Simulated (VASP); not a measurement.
Here is a VASP 6.6.1 calculation.

File INCAR:

```
SYSTEM = CoSi
PREC     = Accurate       ! precision mode
ENCUT    = 520            ! plane-wave cutoff, eV
EDIFF    = 1E-6           ! SCF threshold, eV
ISMEAR   = 0              ! smearing method
SIGMA    = 0.1            ! smearing width, eV
LREAL    = .FALSE.        ! projectors in reciprocal space
LASPH    = .TRUE.         ! aspherical terms in the spheres
NELM     = 80             ! most SCF steps
ALGO     = Normal         ! electronic algorithm
ISIF     = 2              ! what is computed and relaxed
LWAVE    = .FALSE.        ! write WAVECAR
LCHARG   = .FALSE.        ! write CHGCAR
GGA      = PE             ! functional
NBANDS   = 36             ! bands
```

The input KPOINTS:

```
regular mesh
0
G
  8 8 8
  0 0 0
```

File POSCAR:

```
CoSi
1.0
    4.4308490736      0.0000000000      0.0000000000
    0.0000000000      4.4308490736      0.0000000000
    0.0000000000      0.0000000000      4.4308490736
Co Si
4 4
Direct
    0.1450189119      0.1450189119      0.1450189119
    0.3549810881      0.8549810881      0.6450189119
    0.6450189119      0.3549810881      0.8549810881
    0.8549810881      0.6450189119      0.3549810881
    0.8431597104      0.8431597104      0.8431597104
    0.6568402896      0.1568402896      0.3431597104
    0.3431597104      0.6568402896      0.1568402896
    0.1568402896      0.3431597104      0.6568402896
```

Potentials or basis: VASP PAW PBE potentials, release 64 (Co, Si).

Run with:

```sh
$ cat potpaw_PBE.64/Co/POTCAR potpaw_PBE.64/Si/POTCAR > POTCAR
$ mpirun -np 1 vasp_std > vasp.out
```

Question: Predict the largest force.

Answer: 0.004 eV/Å.

Question: Estimate the pressure.

Answer: -0.1 GPa.

Question: What does it give for the band gap on the k mesh?

Answer: Zero (bands 26 and 27 overlap by 0.21 eV).

Forces in eV/Å, atoms in the order of the input:
```
Co   0.001  0.001  0.001
Co  -0.001 -0.001  0.001
Co   0.001 -0.001 -0.001
Co  -0.001  0.001 -0.001
Si   0.002  0.002  0.002
Si  -0.002 -0.002  0.002
Si   0.002 -0.002 -0.002
Si  -0.002  0.002 -0.002
```

Caveat: the run has no spin polarisation, though such a crystal can be magnetic. Spin polarisation is off, so any magnetic state and its effect on volume and gap are missing.
